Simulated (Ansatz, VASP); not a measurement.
Two plane-wave programs on WSe2

```
W Se
1.0
    -3.27115    0.00000    0.00000
    -1.63558   -2.83290    0.00000
    -0.65423    0.00000   13.22067
W Se
2 4
Cartesian
  -1.6356 -0.9443 7.4472
  -3.2712 -1.8886 0.8369
  -1.6356 -0.9443 12.3836
  -3.2712 -1.8886 5.7733
  -1.6356 -0.9443 2.5108
  -3.2712 -1.8886 9.1211
```

Alike in both runs: task single point; functional PBEsol; k mesh 9 × 9 × 2; occupations gaussian, width 0.05 eV; no spin polarisation.

|  | VASP | Ansatz |
| --- | --- | --- |
| version | VASP 6.6.1 | Ansatz 0.2.0 |
| potentials or method | VASP PAW PBE potentials, release 64 (W_sv, Se), cutoff 520 eV | scalar-relativistic, plane waves, PAW |
| valence electrons in the cell | 52 | 92 |

VASP gave:

| Quantity | Value |
| --- | --- |
| gap on the k mesh at the Fermi level (eV) | 0.39 |
| least direct gap on the mesh (eV) | 0.88 |
| pressure (GPa) | 5.7 |
| traceless stress, the component that is largest in VASP (GPa) | 10.76 |
| rms of the force components (eV/Å) | 2.388 |

Problem. Estimate Ansatz's values.

Solution. gap on the k mesh at the Fermi level (eV): 0.39; least direct gap on the mesh (eV): 0.88; pressure (GPa): 5.3; traceless stress, the component that is largest in VASP (GPa): 10.70; rms of the force components (eV/Å): 2.367.

VASP's potentials were made for PBE, not for PBEsol. Atom by atom the forces differ by 0.036 eV/Å (rms over components). VASP's potentials hold 52 valence electrons a cell and Ansatz's 92, so a difference there can come from the potentials and not from the codes.

Neither program's run includes spin-orbit coupling.
